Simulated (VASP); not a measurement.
A run of VASP 6.6.1 is set up as follows.

INCAR

```
  ALGO = Normal
  EDIFF = 1E-6
  ENCUT = 520
  GGA = PE
  ISIF = 2
  ISMEAR = 0
  LASPH = T
  LCHARG = T
  LELF = T
  LREAL = F
  LVHAR = T
  LWAVE = F
  NBANDS = 18
  NELM = 100
  PREC = Accurate
  SIGMA = 0.1
```

The input KPOINTS:

```
k-points
0
Gamma
  6 6 6
```

The input POSCAR:

```
Rb2Li
1.0
   -2.5815187802      2.5815187802      7.0747636763
    2.5815187802     -2.5815187802      7.0747636763
    2.5815187802      2.5815187802     -7.0747636763
Rb Li
2 1
Direct
    0.6486934539      0.6486934539      0.0000000000
    0.3513065461      0.3513065461      0.0000000000
    0.0000000000      0.0000000000      0.0000000000
```

Potentials or basis: VASP PAW PBE potentials, release 64 (Rb_sv, Li_sv).

The run is started by

```bash
$ cat potpaw_PBE.64/Rb_sv/POTCAR potpaw_PBE.64/Li_sv/POTCAR > POTCAR
$ mpirun -np 1 vasp_std > vasp.out
```

Q: Estimate the band gap on the k mesh.

A: Zero (an odd number of electrons rules out a gap without spin polarisation).

Forces on the atoms (eV/Å):
```
Rb   0.000  0.000  0.002
Rb   0.000  0.000 -0.002
Li   0.000  0.000  0.000
```
